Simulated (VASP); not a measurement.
# YTlO2 (R-3m) in VASP: single point with LDA

Aim: the single point of YTlO2 with LDA.

Everything below comes from runs of VASP 6.6.1. Logs are shortened: lines on timing, memory, paths and dates and some standing lists are left out, and cuts for length are marked.

## (1) The cell of the first run

Symmetry: R-3m, No. 166, trigonal system. Conventional cell: a = 3.512 Å, b = 3.512 Å, c = 19.502 Å, α = 90.00°, β = 90.00°, γ = 120.00°. Y (site symmetry -3m) has 6 O at 2.32 Å within 3.1 Å. Within 3.9 Å of Tl (site symmetry -3m) lie 6 O at 2.94 Å and 6 Tl at 3.51 Å and 6 Y at 3.83 Å. O (site symmetry 3m) has 3 Y at 2.32 Å and 3 Tl at 2.94 Å and 3 O at 3.03 Å within 3.1 Å.

## (2) Single point, LDA

INCAR reads:

```
SYSTEM = YTlO2
ALGO = Normal ; EDIFF = 1E-6
ENCUT = 520 ; ISIF = 2
ISMEAR = 0 ; LASPH = .TRUE.
LCHARG = .TRUE. ; LELF = .TRUE.
LREAL = .FALSE. ; LVHAR = .TRUE.
LWAVE = .FALSE. ; NBANDS = 26
NELM = 60 ; PREC = Accurate
SIGMA = 0.05
```

KPOINTS reads:

```
k-points
0
G
  9 9 9
  0 0 0
```

POSCAR reads:

```
YTlO2
1.0
    1.7562310296      1.0139604577      6.5005652869
   -1.7562310296      1.0139604577      6.5005652869
    0.0000000000     -2.0279209154      6.5005652869
Y Tl O
1 1 2
Direct
    0.5000000000      0.5000000000      0.5000000000
    0.0000000000      0.0000000000      0.0000000000
    0.7756830000      0.7756830000      0.7756830000
    0.2243170000      0.2243170000      0.2243170000
```

Potentials or basis: VASP PAW LDA potentials, release 64 (Y_sv, Tl_d, O).

Run with:

```sh
$ cat potpaw_LDA.64/Y_sv/POTCAR potpaw_LDA.64/Tl_d/POTCAR potpaw_LDA.64/O/POTCAR > POTCAR
$ mpirun -np 1 vasp_std > vasp.out
```

OUTCAR:

```text
SYSTEM = YTlO2
   EDIFF = 1E-6
   ENCUT = 520
   ISIF = 2
   ISMEAR = 0
   LASPH = .TRUE.
   LREAL = .FALSE.
   NELM = 60
   PREC = Accurate

 ion  position               nearest neighbor table
   1  0.500  0.500  0.500-   4 2.32   4 2.32   3 2.32   3 2.32   4 2.32   3 2.32   2 3.83   2 3.83
                             2 3.83   2 3.83   2 3.83   2 3.83
   2  0.000  0.000  0.000-   3 2.94   3 2.94   4 2.94   4 2.94   3 2.94   4 2.94   1 3.83   1 3.83
                             1 3.83   1 3.83   1 3.83   1 3.83
   3  0.776  0.776  0.776-   1 2.32   1 2.32   1 2.32   2 2.94   2 2.94   2 2.94
   4  0.224  0.224  0.224-   1 2.32   1 2.32   1 2.32   2 2.94   2 2.94   2 2.94

  LATTYP: Found a trigonal (rhomboedric) cell.
 ALAT       =     6.8095383315
 COS(alpha) =     0.8669674395

  Lattice vectors:

 A1 = (   1.7562310296,   1.0139604577,   6.5005652869)
 A2 = (  -1.7562310296,   1.0139604577,   6.5005652869)
 A3 = (   0.0000000000,  -2.0279209154,   6.5005652869)

Analysis of symmetry for initial positions (statically):
=====================================================================
 Subroutine PRICEL returns:
 Original cell was already a primitive cell.

 Routine SETGRP: Setting up the symmetry group for a
 trigonal (rhombohedral) supercell.

 Subroutine GETGRP returns: Found 12 space group operations
 (whereof 12 operations were pure point group operations)
 out of a pool of 12 trial point group operations.

The static configuration has the point symmetry D_3d.

Analysis of symmetry for dynamics (positions and initial velocities):
=====================================================================
 Subroutine PRICEL returns:
 Original cell was already a primitive cell.

 Routine SETGRP: Setting up the symmetry group for a
 trigonal (rhombohedral) supercell.

 Subroutine GETGRP returns: Found 12 space group operations
 (whereof 12 operations were pure point group operations)
 out of a pool of 12 trial point group operations.

The dynamic configuration has the point symmetry D_3d.

 Subroutine INISYM returns: Found 12 space group operations
 (whereof 12 operations are pure point group operations),
 and found     1 'primitive' translations

----------------------------------------------------------------------------------------

                                     Primitive cell

  volume of cell :      69.4552

  direct lattice vectors                    reciprocal lattice vectors
     1.756231030  1.013960458  6.500565287     0.284700584  0.164371959  0.051277592
    -1.756231030  1.013960458  6.500565287    -0.284700584  0.164371959  0.051277592
     0.000000000 -2.027920915  6.500565287     0.000000000 -0.328743918  0.051277592

  length of vectors
     6.809538332  6.809538332  6.809538332     0.332719033  0.332719033  0.332719033

  position of ions in fractional coordinates (direct lattice)
     0.500000000  0.500000000  0.500000000
     0.000000000  0.000000000  0.000000000
     0.775683000  0.775683000  0.775683000
     0.224317000  0.224317000  0.224317000

  ion indices of the primitive-cell ions
   primitive index   ion index
                 1           1
                 2           2
                 3           3
                 4           4

----------------------------------------------------------------------------------------

 KPOINTS: k-points

Automatic generation of k-mesh.
 Grid dimensions read from file:
 generate k-points for:    9    9    9

 Generating k-lattice:

  Cartesian coordinates                     Fractional coordinates (reciprocal lattice)
     0.031633398  0.018263551  0.005697510     0.111111111  0.000000000  0.000000000
    -0.031633398  0.018263551  0.005697510     0.000000000  0.111111111  0.000000000
     0.000000000 -0.036527102  0.005697510     0.000000000  0.000000000  0.111111111

  Length of vectors
     0.036968781  0.036968781  0.036968781

  Shift w.r.t. Gamma in fractional coordinates (k-lattice)
     0.000000000  0.000000000  0.000000000

 Subroutine IBZKPT returns following result:
 ===========================================

 Found     85 irreducible k-points:

 Following reciprocal coordinates:
            Coordinates               Weight
  0.000000  0.000000  0.000000      1.000000
  0.111111  0.000000 -0.000000      6.000000
  0.222222  0.000000  0.000000      6.000000
  0.333333 -0.000000 -0.000000      6.000000
  0.444444  0.000000  0.000000      6.000000
  0.111111  0.111111 -0.000000      6.000000
[... 16 lines left out ...]
 -0.333333  0.333333  0.000000      6.000000
  0.444444  0.444444  0.000000      6.000000
 [... further k-points ...]
   k-points           NKPTS =     85   k-points in BZ     NKDIM =     85   number of bands    NBANDS=     26
   number of dos      NEDOS =    301   number of ions     NIONS =      4
   total plane-waves  NPLWV = 157464
   dimension x,y,z NGX =    54 NGY =   54 NGZ =   54
   dimension x,y,z NGXF=   108 NGYF=  108 NGZF=  108
   ions per type =               1   1   2
   NGX,Y,Z   is equivalent  to a cutoff of  13.18, 13.18, 13.18 a.u.
   NGXF,Y,Z  is equivalent  to a cutoff of  26.37, 26.37, 26.37 a.u.
 SYSTEM =  YTlO2
   PREC   = accura    normal or accurate (medium, high low for compatibility)
   ISTART =      0    job   : 0-new  1-cont  2-samecut
   ICHARG =      2    charge: 1-file 2-atom 10-const
   ISPIN  =      1    spin polarized calculation?
   LNONCOLLINEAR =      F non collinear calculations
   LSORBIT =      F    spin-orbit coupling
   LASPH  =      T    aspherical Exc in radial PAW
   ENCUT  =  520.0 eV  38.22 Ry    6.18 a.u.  12.66 12.66 12.66*2*pi/ulx,y,z
   NELM   =     60;   NELMIN=  2; NELMDL= -5     # of ELM steps
   EDIFF  = 0.1E-05   stopping-criterion for ELM
   LREAL  =      F    real-space projection
   EDIFFG = 0.1E-04   stopping-criterion for IOM
   NSW    =      0    number of steps for IOM
   IBRION =     -1    ionic relax: 0-MD 1-quasi-New 2-CG
   NFREE  =      0    steps in history (QN), initial steepest desc. (CG)
   ISIF   =      2    stress and relaxation
   ISYM   =      2    0-nonsym 1-usesym 2-fastsym
   POTIM  = 0.5000    time-step for ionic-motion
   TEBEG  =    0.0;   TEEND  =   0.0 temperature during run
   PSTRESS=    0.0 pullay stress
   NELECT =      36.0000    total number of electrons
   NUPDOWN=      -1.0000    fix difference up-down
   EMIN   =  10.00;   EMAX   =-10.00  energy-range for DOS
   EFERMI =   0.00;   METHOD = LEGACY
   ISMEAR =     0;   SIGMA  =   0.05  broadening in eV -4-tet -1-fermi 0-gaus
   EFERMI_NEDOS =   21; number of points for ismear=-14 and -15
   IALGO  =     38    algorithm
   IMIX   =      4    mixing-type and parameters
     AMIX     =   0.40;   BMIX     =  1.00
     AMIX_MAG =   1.60;   BMIX_MAG =  1.00
  volume/ion in A,a.u.               =      17.36       117.18
  Fermi-wavevector in a.u.,A,eV,Ry     =   1.315045  2.485075 23.529149  1.729344
  Thomas-Fermi vector in A             =   2.445255
   LORBIT       =      0    0 simple, 1 ext, 2 COOP (PROOUT), +10 PAW based schemes
   GGA     = CA    functional components
   LHFCALC =     F    Hartree Fock is set to
   AEXX    =    0.0000 exact exchange contribution
   IVDW    =     0    specifies the selected vdW correction
   LEPSILON=     F    determine dielectric tensor
   LRPA    =     F    only Hartree local field effects (RPA)
 non-spin polarized calculation
 Gauss-broadening in eV      SIGMA  =   0.05
  energy-cutoff  :      520.00
  volume of cell :       69.46
 maximum number of plane-waves:      1897
 NGX is ok and might be reduce to    54
   NGX = 25   NGY = 25   NGZ = 25

 number of electron      36.0000002 magnetization

 Free energy of the ion-electron system (eV)
  ---------------------------------------------------
  ext. energy  EPLUGINS =         0.00000000
  ---------------------------------------------------
  free energy    TOTEN  =       -30.91280283 eV

  energy without entropy =      -30.91280283  energy(sigma->0) =      -30.91280283

 E-fermi :   3.4259     XC(G=0): -10.8096

 val. band max:        3.1960034295   @ k =   0.4444   0.4444   0.4444
 cond. band min:       4.8172616246   @ k =  -0.4444   0.4444   0.0000
 fundamental gap:      1.6212581952
 Fermi energy:         3.4259273826

 k-point     1 :       0.0000    0.0000    0.0000
  band No.  band energies     occupation
      1     -36.8070      2.00000
      2     -17.4299      2.00000
      3     -16.6767      2.00000
      4     -16.6767      2.00000
      5     -12.8351      2.00000
      6     -11.6648      2.00000
[... 18 lines left out ...]
     25      12.2717      0.00000
     26      13.1991      0.00000

 k-point     2 :       0.1111    0.0000   -0.0000
  band No.  band energies     occupation
      1     -36.7982      2.00000
      2     -17.3888      2.00000
      3     -16.8413      2.00000
      4     -16.6963      2.00000
      5     -12.6569      2.00000
      6     -11.7529      2.00000
[... 18 lines left out ...]
     25      12.2098      0.00000
     26      12.5077      0.00000

 k-point     3 :       0.2222    0.0000    0.0000
  band No.  band energies     occupation
      1     -36.7757      2.00000
      2     -17.3082      2.00000
      3     -17.1769      2.00000
      4     -16.7454      2.00000
      5     -12.3185      2.00000
      6     -11.9133      2.00000
[... 18 lines left out ...]
     25      11.7964      0.00000
     26      12.6343      0.00000

 k-point     4 :       0.3333   -0.0000   -0.0000
  band No.  band energies     occupation
      1     -36.7499      2.00000
      2     -17.5834      2.00000
      3     -17.1199      2.00000
      4     -16.8005      2.00000
      5     -12.3746      2.00000
      6     -11.7176      2.00000
[... 18 lines left out ...]
     25      11.5051      0.00000
     26      12.7148      0.00000
[... 496 lines left out ...]
      1     -36.7255      2.00000
      2     -17.6283      2.00000
      3     -17.1799      2.00000
      4     -16.9919      2.00000
      5     -12.2019      2.00000
      6     -11.7236      2.00000
[... 18 lines left out ...]
     25      12.0244      0.00000
     26      12.6025      0.00000

 k-point    23 :      -0.3333    0.3333    0.0000
  band No.  band energies     occupation
      1     -36.7210      2.00000
      2     -17.4426      2.00000
      3     -17.4424      2.00000
      4     -16.9819      2.00000
      5     -11.9428      2.00000
      6     -11.9427      2.00000
[... 18 lines left out ...]
     25      12.1554      0.00000
     26      12.1622      0.00000

 k-point    24 :       0.4444    0.4444    0.0000
  band No.  band energies     occupation
      1     -36.7329      2.00000
      2     -17.7892      2.00000
      3     -17.0239      2.00000
      4     -16.8359      2.00000
      5     -12.5518      2.00000
      6     -11.4722      2.00000
[... 18 lines left out ...]
     25      11.8166      0.00000
     26      12.8143      0.00000

 [... further k-points ...]

------------------------ aborting loop because EDIFF is reached ----------------------------------------

  FORCE on cell =-STRESS in cart. coord.  units (eV):
  Direction    XX          YY          ZZ          XY          YZ          ZX
  --------------------------------------------------------------------------------------
  -------------------------------------------------------------------------------------
  Total       -3.6549121     -3.6549121     -3.2854980      0.0000000      0.0000000      0.0000000
  in kB      -84.3106579    -84.3106579    -75.7890991      0.0000000      0.0000000      0.0000000
  external PRESSURE =     -81.4701383 kB  Pullay stress =       0.0000000 kB

 VOLUME and BASIS-vectors are now :
 -----------------------------------------------------------------------------
  energy-cutoff  :      520.00
  volume of cell :       69.46
      direct lattice vectors                 reciprocal lattice vectors
     1.756231030  1.013960458  6.500565287     0.284700584  0.164371959  0.051277592
    -1.756231030  1.013960458  6.500565287    -0.284700584  0.164371959  0.051277592
     0.000000000 -2.027920915  6.500565287     0.000000000 -0.328743918  0.051277592

 POSITION                                       TOTAL-FORCE (eV/Angst)
 -----------------------------------------------------------------------------------
      0.00000      0.00000      9.75085         0.000000      0.000000     -0.000000
      0.00000      0.00000      0.00000        -0.000000      0.000000     -0.000000
      0.00000      0.00000     15.12713        -0.000000     -0.000000      0.357754
      0.00000      0.00000      4.37456        -0.000000      0.000000     -0.357754
 -----------------------------------------------------------------------------------
    total drift:                               -0.000000     -0.000000      0.000000

  FREE ENERGIE OF THE ION-ELECTRON SYSTEM (eV)
  ---------------------------------------------------
  free  energy   TOTEN  =       -30.9128028317 eV

  energy  without entropy=      -30.9128028317  energy(sigma->0) =      -30.91280283
```

It took 8.3 min on 1 thread of AMD EPYC 7R13 (Zen 3), shared host; peak memory 0.41 GiB.

Results:

* Free energy: -30.9128 eV
* Pressure: -8.1 GPa
* Largest force: 0.358 eV/Å
* Band gap on the k mesh: 1.62 eV, indirect (least direct gap 1.93 eV)

Forces in eV/Å, atoms in the order of the input:
```
Y    0.000  0.000  0.000
Tl   0.000  0.000  0.000
O    0.000  0.000  0.358
O    0.000  0.000 -0.358
```

Caveat: spin-orbit coupling is left out, which moves the levels of the heavy elements. Expect the measured gap to be larger: semilocal functionals such as LDA lack the derivative discontinuity.
